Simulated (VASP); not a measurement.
A run of VASP 6.6.1 is set up as follows.

The input INCAR:

```
PREC = Accurate
ENCUT = 500
EDIFF = 1E-6
ISMEAR = 0
SIGMA = 0.03
LREAL = F
LASPH = T
NELM = 120
ALGO = Normal
ISIF = 2
LWAVE = F
LCHARG = T
GGA = PE
IVDW = 12
LELF = T
LVHAR = T
NBANDS = 18
GGA_COMPAT = F
```

KPOINTS

```
Automatic mesh
0
Gamma
  12 12 8
```

File POSCAR:

```
PtS2
1.0
    3.5832742325      0.0000000000      0.0000000000
   -1.7916371163      3.1032065141      0.0000000000
    0.0000000000      0.0000000000      4.6628322088
Pt S
1 2
Direct
    0.0035773087      0.0000000000      0.0000000000
    0.2840487995      0.6666666667      0.2587415406
    0.6941833996      0.3333333333      0.7412584594
```

Potentials or basis: VASP PAW PBE potentials, release 64 (Pt, S).

Command:

```console
$ cat potpaw_PBE.64/Pt/POTCAR potpaw_PBE.64/S/POTCAR > POTCAR
$ mpirun -np 1 vasp_std > vasp.out
```

Predict the band gap on the k mesh.

zero (bands 11 and 12 overlap by 0.16 eV).

Estimate the pressure.

1.7 GPa.

What does it give for the largest force?

1.888 eV/Å.

Predict the dispersion energy per atom.

-0.451 eV.

Forces in eV/Å, atoms in the order of the input:
```
Pt  -0.854  0.227 -0.263
S    1.801 -0.358  0.438
S   -0.947  0.131 -0.176
```

Caveat: the cell differs from its parent crystal (atoms displaced along several vibrational modes); spin-orbit coupling is left out, which moves the levels of the heavy elements; forces of over 1 eV/Å act on the atoms, so gaps and moduli don't describe the material at rest.
